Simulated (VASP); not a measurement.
**V: single point with PBE**

Crystal: V.

```xyz
1
Lattice="0.0000 1.9086 1.9086 1.9086 0.0000 1.9086 1.9086 1.9086 0.0000" Properties=species:S:1:pos:R:3 pbc="T T T"
V     0.0000    0.0000    0.0000
```

This isn't the form of V at room conditions, which is bcc.

* Program: VASP 6.6.1
* Task: single point
* Functional: PBE
* Potentials or basis: VASP PAW PBE potentials, release 64 (V_sv)
* Cutoff: 520 eV
* k mesh: 23 × 23 × 23
* Occupations: fermi-dirac, width 0.05 eV
* Spin: collinear spin, ferromagnetic start
* Starting moments: [1.0] μB
* Dipole correction: no
* Further INCAR settings: ALGO = Normal; EDIFF = 1e-06; NBANDS = 16

```yaml
Pressure: 0.1 GPa
Net_moment: 0.00 μB per cell
Valence_electrons_inside_the_program's_atomic_spheres: V 11.59
```

Levels at points of the mesh, in eV from the Fermi level:
Spin up:
```csv
k point,band 2,band 3,band 4,band 5,band 6,band 7,band 8,band 9,band 10,band 11
"(0.00, 0.00, 0.00)",-37.43,-37.43,-37.43,-6.82,0.17,0.17,0.17,1.90,1.90,17.63
```
Spin down:
```
           k point  band 3  band 4  band 5  band 6  band 7  band 8  band 9  band 10
(0.00, 0.00, 0.00)  -37.43  -37.43   -6.82    0.17    0.17    0.17    1.90     1.90
```

It took 4.2 min on 1 thread of Intel Xeon 8259CL (shared host), peak memory 0.19 GiB.
